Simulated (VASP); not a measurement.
Input of a VASP 6.6.1 run:

POSCAR

```
ZnS
1.0
    2.6945131931     -2.6945131931      0.0000000000
    2.6945131931      0.0000000000     -2.6945131931
    8.9817106438      3.5926842576      3.5926842576
Zn S
3 3
Direct
    0.4722000000     -0.5278000000      0.7917000000
    0.0277555556      0.0277555556      0.4583666667
    0.5833111111      0.5833111111      0.1250333333
    0.0833111111      0.0833111111      0.8750333333
    0.6388666667     -0.3611333333      0.5417000000
    0.1944222222      0.1944222222      0.2083666667
```

Contents of INCAR.step1:

```
PREC     = Accurate       # precision mode
ENCUT    = 520            # plane-wave cutoff, eV
ISMEAR   = 0              # smearing method
SIGMA    = 0.05           # smearing width, eV
LREAL    = F              # projectors in reciprocal space
LASPH    = T              # aspherical terms in the spheres
NELM     = 100            # most SCF steps
NBANDS   = 36             # bands
ISYM     = 0            
GGA      = PE             # functional
ALGO     = Normal         # electronic algorithm
EDIFF    = 1E-4           # SCF threshold, eV
LWAVE    = T              # write WAVECAR
LCHARG   = F              # write CHGCAR
```

File INCAR.step2:

```
PREC     = Accurate       # precision mode
ENCUT    = 520            # plane-wave cutoff, eV
EDIFF    = 1E-6           # SCF threshold, eV
ISMEAR   = 0              # smearing method
SIGMA    = 0.05           # smearing width, eV
LREAL    = F              # projectors in reciprocal space
LASPH    = T              # aspherical terms in the spheres
NELM     = 100            # most SCF steps
ALGO     = Normal         # electronic algorithm
ISIF     = 2              # what is computed and relaxed
LWAVE    = F              # write WAVECAR
LCHARG   = T              # write CHGCAR
METAGGA  = R2SCAN         # meta-GGA
LMIXTAU  = T            
LELF     = T              # ELF
LVHAR    = T            
NBANDS   = 36             # bands
ISYM     = 0            
ISTART   = 1
```

The input KPOINTS:

```
Automatic mesh
0
Gamma
  7 7 3
```

Potentials or basis: VASP PAW PBE potentials, release 64 (Zn, S).

The run is started by

```sh
$ cat potpaw_PBE.64/Zn/POTCAR potpaw_PBE.64/S/POTCAR > POTCAR
$ cp INCAR.step1 INCAR
$ mpirun -np 1 vasp_std > vasp.out
$ cp INCAR.step2 INCAR
$ mpirun -np 1 vasp_std > vasp.out
```

What does it give for the largest force?

0.447 eV/Å.

Estimate the band gap on the k mesh.

2.22 eV.

Forces on the atoms (eV/Å):
```
Zn   0.023 -0.008 -0.008
Zn   0.179  0.172  0.172
Zn   0.002  0.031  0.031
S    0.244  0.246  0.246
S   -0.188 -0.184 -0.184
S   -0.261 -0.257 -0.257
```

Caveat: the cell differs from its parent crystal (the part above a cut slid along it); the PAW data sets were made with another functional, which shifts forces and pressure a little. A k mesh can miss the band edges.
